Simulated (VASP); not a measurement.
Input of a VASP 6.6.1 run:

INCAR

```
ALGO     = Normal         # electronic algorithm
EDIFF    = 1E-6           # SCF threshold, eV
ENCUT    = 500            # plane-wave cutoff, eV
GGA      = PE             # functional
GGA_COMPAT= False        
ISIF     = 2              # what is computed and relaxed
ISMEAR   = 0              # smearing method
ISYM     = 0            
LASPH    = True           # aspherical terms in the spheres
LCHARG   = False          # write CHGCAR
LREAL    = False          # projectors in reciprocal space
LWAVE    = False          # write WAVECAR
NBANDS   = 24             # bands
NELM     = 120            # most SCF steps
PREC     = Accurate       # precision mode
SIGMA    = 0.1            # smearing width, eV
```

KPOINTS

```
k-points
0
Gamma
  5 2 6
```

The input POSCAR:

```
Ag
1.0
    1.4730471633      0.8504641762      7.2046500000
   -1.4730471633      0.8504641762      7.2046500000
    0.0000000000     -1.7009283525      7.2046500000
Ag
3
Direct
    0.0000000000      0.0000000000      0.0000000000
    0.7777190000      0.7777190000      0.7777190000
    0.2222810000      0.2222810000      0.2222810000
```

Potentials or basis: VASP PAW PBE potentials, release 64 (Ag).

Run with:

```console
$ cat potpaw_PBE.64/Ag/POTCAR > POTCAR
$ mpirun -np 1 vasp_std > vasp.out
```

Problem. Predict the pressure.

Solution. -0.5 GPa.

Problem. Estimate the band gap on the k mesh.

Solution. Zero (an odd number of electrons rules out a gap without spin polarisation).

Problem. Estimate the largest force.

Solution. 0.025 eV/Å.

Stress tensor (GPa, compression positive):
```
-0.09 -1.58 -0.77
-1.58  0.42  0.92
-0.77  0.92 -1.93
```

Caveat: the k points lie up to 0.48 Å⁻¹ apart, too coarse for converged energies and pressures of a metal.
